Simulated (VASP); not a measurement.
Wanted: the native input for a VASP 6.6.1 run.

```
Task                   : single point
Functional             : PBE
Potentials or basis    : VASP PAW PBE potentials, release 64 (Sr_sv, In_d, C, O)
Cutoff                 : 520 eV
k mesh                 : 4 × 4 × 4
Occupations            : gaussian, width 0.1 eV
Spin                   : no spin polarisation
Dipole correction      : no
Further INCAR settings : ALGO = Normal; EDIFF = 1e-07; NBANDS = 28
```

The structure of SrInCO2 lies in POSCAR:

```
SrInCO2
1.0
    4.4590380100      0.0000000000      0.0000000000
    0.0000000000      4.4590380100      0.0000000000
    0.0000000000      0.0000000000      4.4590380100
Sr In C O
1 1 1 2
Direct
    0.5000000000      0.5000000000      0.5000000000
    0.0000000000      0.0000000000      0.0000000000
    0.0000000000      0.0000000000      0.5000000000
    0.5000000000      0.0000000000      0.0000000000
    0.0000000000      0.5000000000      0.0000000000
```

These files were run (other wordings do the same):

INCAR

```
SYSTEM = SrInCO2
  PREC = Accurate
  ENCUT = 520
  EDIFF = 1E-7
  ISMEAR = 0
  SIGMA = 0.1
  LREAL = .False.
  LASPH = .True.
  NELM = 80
  ALGO = Normal
  ISIF = 2
  LWAVE = .False.
  LCHARG = .False.
  GGA = PE
  NBANDS = 28
```

KPOINTS

```
regular mesh
0
Gamma
  4 4 4
  0 0 0
```

Potentials or basis: VASP PAW PBE potentials, release 64 (Sr_sv, In_d, C, O).

Launch:

```sh
$ cat potpaw_PBE.64/Sr_sv/POTCAR potpaw_PBE.64/In_d/POTCAR potpaw_PBE.64/C/POTCAR potpaw_PBE.64/O/POTCAR > POTCAR
$ mpirun -np 1 vasp_std > vasp.out
```

Results of the run:

* Pressure: -7.4 GPa
* Band gap on the k mesh: zero (an odd number of electrons rules out a gap without spin polarisation)

Caveat: the cell stands under tension; spin-orbit coupling is left out, which moves the levels of the heavy elements; an odd number of electrons without spin polarisation forces a metal; a magnetic or distorted state may lie lower.

Run time: 74 s on 1 thread of Intel Xeon 8259CL (shared host), peak memory 0.23 GiB.
